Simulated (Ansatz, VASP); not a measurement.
**One calculation of Ca, two programs**

```
Ca
1.0
     0.00000    2.66938    2.66938
     2.66938    0.00000    2.66938
     2.66938    2.66938    0.00000
Ca
1
Direct
  0.00000 0.00000 0.00000
```

Alike in both runs: functional LDA; k mesh 14 × 14 × 14; occupations gaussian, width 0.1 eV; no spin polarisation.

Ansatz relaxed the structure, and its values are those at the end. VASP's run is a single point on that final structure, the one shown.

```csv
,VASP,Ansatz
version,VASP 6.6.1,Ansatz 0.2.0
potentials or method,"VASP PAW LDA potentials, release 64 (Ca_sv), cutoff 520 eV","scalar-relativistic, plane waves, PAW"
valence electrons in the cell,10,10
```

|  | VASP | Ansatz | Ansatz less VASP |
| --- | --- | --- | --- |
| gap on the k mesh at the Fermi level (eV) | none | none | - |
| pressure (GPa) | 0.0 | 0.0 | -0.01 |

LDA's correlation is that of Perdew and Zunger in VASP and of Perdew and Wang (1992) in Ansatz. A gap of «none» marks a metal or a gap that the smearing closes.
